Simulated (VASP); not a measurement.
Runs of VASP 6.6.1 on SnSe2. The structure is that of space group P-3m1 (No. 164), or close to it. The cells are those of the table. 

| cell | gap on the mesh (eV) | pressure (GPa) | largest force (eV/Å) |
| --- | --- | --- | --- |
| a = 3.777, b = 3.777, c = 6.081 Å, angles 90.0, 90.0, 120.0°, 3 atoms | 0.84 | 8.0 | 1.08 |
| a = 3.910, b = 3.910, c = 6.295 Å, angles 90.0, 90.0, 120.0°, 3 atoms | (c) | 0.3 | 0.10 |
| a = 3.742, b = 3.742, c = 6.025 Å, angles 90.0, 90.0, 120.0°, 3 atoms | 0.85 | 10.8 | 1.40 |
| a = 3.707, b = 3.707, c = 5.968 Å, angles 90.0, 90.0, 120.0°, 3 atoms | (a) | (b) | 1.76 |
| a = 3.845, b = 3.845, c = 6.190 Å, angles 90.0, 90.0, 120.0°, 3 atoms | 0.79 | 3.6 | 0.54 |
| a = 3.878, b = 3.878, c = 6.243 Å, angles 90.0, 90.0, 120.0°, 3 atoms | 0.77 | 1.8 | 0.31 |

Alike in all rows: task single point; level PBE; potentials or basis VASP PAW PBE potentials, release 64 (Sn_d, Se); no spin polarisation; k mesh 6 × 6 × 4; cutoff (eV) 520; smearing gaussian 0.01 eV.

Fill in the values left out.

(a) 0.87; (b) 13.9; (c) 0.75.

Caveats: spin-orbit coupling is left out, which moves the levels of the heavy elements; this functional lacks dispersion, which binds the layers, so the pressure and a relaxed spacing across them are unreliable; forces of over 1 eV/Å act on the atoms, so gaps and moduli don't describe the material at rest (some runs).

A k mesh can miss the band edges, and the runs leave out spin-orbit coupling on Se, Sn.
